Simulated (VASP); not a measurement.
NaCl, 2 atoms in the cell. The structure is trigonal, space group R-3m (No. 166). Conventional cell: a = 4.024 Å, b = 4.024 Å, c = 5.003 Å, α = 90.00°, β = 90.00°, γ = 120.00°. Na (site symmetry -3m) has 8 Cl at 2.47 to 2.50 Å and 6 Na at 2.86 Å within 3.3 Å. Within 3.3 Å of Cl (site symmetry -3m) lie 8 Na at 2.47 to 2.50 Å and 6 Cl at 2.86 Å.  This cell differs from its parent crystal: equal xy, yz and zx shear strains of +1 %.

- Program: VASP 6.6.1
- Task: electric field gradients
- Functional: PBE
- Potentials or basis: VASP PAW PBE potentials, release 64 (Na_pv, Cl)
- Cutoff: 400 eV
- k mesh: 8 × 8 × 8
- Occupations: fermi-dirac, width 0.02 eV
- Spin: no spin polarisation
- Dipole correction: no
- Further INCAR settings: ALGO = Normal; EDIFF = 1e-08; NBANDS = 14

Potentials or basis: VASP PAW PBE potentials, release 64 (Na_pv, Cl).

Command:

```bash
$ cat potpaw_PBE.64/Na_pv/POTCAR potpaw_PBE.64/Cl/POTCAR > POTCAR
$ mpirun -np 1 vasp_std > vasp.out
```

Hardware: 1 thread of Intel Xeon 8259CL, on a shared host.

**Question.** How long does it take, and how much memory?

**Answer.** It took 33 s on 1 thread of Intel Xeon 8259CL, with other jobs on the host, peak memory 0.09 GiB. Counts: scf iterations 15, k points 65.
